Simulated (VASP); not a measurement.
Input of a VASP 6.6.1 run:

INCAR

```
SYSTEM = TaV
PREC = Accurate
ENCUT = 600
EDIFF = 1E-7
ISMEAR = 0
SIGMA = 0.1
LREAL = .False.
LASPH = .True.
NELM = 150
ALGO = Fast
ISIF = 3
LWAVE = .False.
LCHARG = .False.
ISPIN = 2
MAGMOM = 0 0.48
LORBIT = 11
LMAXMIX = 4
GGA = PE
IBRION = 2
NSW = 90
EDIFFG = -0.04
```

File KPOINTS:

```
regular mesh
0
Gamma
  6 6 6
  0 0 0
```

Contents of POSCAR:

```
TaV
1.0
    3.1963756374      0.0000000000      0.0000000000
    0.0000000000      3.1963756374      0.0000000000
    0.0000000000      0.0000000000      3.1963756374
Ta V
1 1
Direct
    0.0000000000      0.0000000000      0.0000000000
    0.5000000000      0.5000000000      0.5000000000
```

Potentials or basis: VASP PAW PBE potentials, release 64 (Ta_pv, V_sv).

The run is started by

```bash
$ cat potpaw_PBE.64/Ta_pv/POTCAR potpaw_PBE.64/V_sv/POTCAR > POTCAR
$ mpirun -np 1 vasp_std > vasp.out
```

Q: Predict the space group after relaxing (to 0.1 Å).

A: Pm-3m (No. 221).

Q: What does it give for the site moments?

A: Ta +0.08; V +0.41 μB.

Q: Predict the relaxed volume.

A: 15.96 Å³/atom.

The path:
| step | energy change (eV) | largest force (eV/Å) | pressure (GPa) | volume (Å³) |
| --- | --- | --- | --- | --- |
| 1 | 0.0000 | 0.0000 | -4.01 | 32.66 |
| 2 | 0.0148 | 0.0000 | 6.79 | 30.76 |
| 3 | -0.0094 | 0.0000 | -0.04 | 31.93 |
